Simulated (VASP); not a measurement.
**KTaO3: single point with r2SCAN**

The system is KTaO3.

```
K Ta O
1.0
     3.99013    0.00000    0.00000
     0.00000    3.99013    0.00000
     0.00000    0.00000    4.10984
K Ta O
1 1 3
Direct
  0.00000 0.00000 0.00000
  0.50000 0.50000 0.50000
  0.50000 0.50000 0.00000
  0.50000 0.00000 0.50000
  0.00000 0.50000 0.50000
```

This cell differs from its parent crystal: uniaxial z strain +3.0%.

```
Program             : VASP 6.6.1
Task                : single point
Functional          : r2SCAN
Potentials or basis : VASP PAW PBE potentials, release 64 (K_sv, Ta_pv, O)
Cutoff              : 520 eV
k mesh              : 6 × 6 × 6
Occupations         : gaussian, width 0.01 eV
Spin                : no spin polarisation
```

```yaml
Pressure: -4.7 GPa
Band_gap_on_the_k_mesh: 2.48 eV, indirect (least direct gap 3.13 eV)
```

Stress tensor (GPa, compression positive):
```
 -1.46   0.00   0.00
  0.00  -1.46   0.00
  0.00   0.00 -11.13
```

Levels at points of the mesh, in eV from the valence-band top:
```
           k point  band 17  band 18  band 19  band 20  band 21  band 22
(0.00, 0.00, 0.00)    -0.69    -0.65    -0.65     2.48     2.48     2.52
(0.50, 0.00, 0.00)    -1.44    -0.91    -0.83     2.63     5.32     5.32
(0.50, 0.50, 0.00)    -1.24    -1.24    -0.09     5.36     5.36     6.67
(0.00, 0.00, 0.50)    -1.55    -0.95    -0.95     2.64     4.95     4.95
(0.50, 0.00, 0.50)    -1.57    -1.55    -0.05     4.99     5.35     6.41
(0.50, 0.50, 0.50)    -0.06     0.00     0.00     6.53     6.53     6.78
```

Wall time 2.5 min on 1 thread of Intel(R) Xeon(R) 6975P-C (Granite Rapids), with other jobs on the host, peak memory 0.22 GiB.

Caveat: the cell differs from its parent crystal (uniaxial z strain +3.0%); the PAW data sets were made with another functional, which shifts forces and pressure a little; spin-orbit coupling is left out, which moves the levels of the heavy elements. A k mesh can miss the band edges.
